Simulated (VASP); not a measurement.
Write the native input for VASP 6.6.1 that does the following.

* Task: single point
* Functional: PBEsol
* Potentials or basis: VASP PAW PBE potentials, release 64 (Ge_d)
* Cutoff: 520 eV
* k mesh: 9 × 9 × 1
* Occupations: fermi-dirac, width 0.02 eV
* Spin: no spin polarisation
* Dipole correction: yes
* Further INCAR settings: ALGO = Normal; EDIFF = 1e-06; NBANDS = 36

The structure of Ge lies in POSCAR:

```
Ge
1.0
    4.0132784969      0.0000000000      0.0000000000
   -2.0066392484      3.4756011308      0.0000000000
    0.0000000000      0.0000000000     20.0960000000
Ge
4
Direct
    0.1666666667      0.3333333333      0.3975202224
    0.5000000000      1.0000000000      0.4349585441
    0.5000000000      1.0000000000      0.5650414327
    0.8333333333      0.6666666667      0.6024798013
```

One way to write it, as run:

INCAR

```
PREC     = Accurate       # precision mode
ENCUT    = 520            # plane-wave cutoff, eV
EDIFF    = 1E-6           # SCF threshold, eV
ISMEAR   = -1             # smearing method
SIGMA    = 0.02           # smearing width, eV
LREAL    = F              # projectors in reciprocal space
LASPH    = T              # aspherical terms in the spheres
NELM     = 80             # most SCF steps
ALGO     = Normal         # electronic algorithm
ISIF     = 2              # what is computed and relaxed
LWAVE    = F              # write WAVECAR
LCHARG   = T              # write CHGCAR
LDIPOL   = T            
IDIPOL   = 3            
DIPOL    = 0.5 0.5 0.500
GGA      = PS             # functional
LELF     = T              # ELF
LVHAR    = T            
LVACPOTAV= T            
NBANDS   = 36             # bands
```

KPOINTS

```
Automatic mesh
0
Gamma
  9 9 1
```

Potentials or basis: VASP PAW PBE potentials, release 64 (Ge_d).

The run is started by

```console
$ cat potpaw_PBE.64/Ge_d/POTCAR > POTCAR
$ mpirun -np 1 vasp_std > vasp.out
```

It gave:

```json
{
  "Largest force": "0.014 eV/Å",
  "Band gap on the k mesh": "zero (bands 28 and 29 overlap by 0.03 eV)"
}
```

Caveat: the PAW data sets were made with another functional, which shifts forces and pressure a little.

Run time: 5.1 min on 1 thread of Intel Xeon 8259CL, with other jobs on the host, peak memory 0.4 GiB.
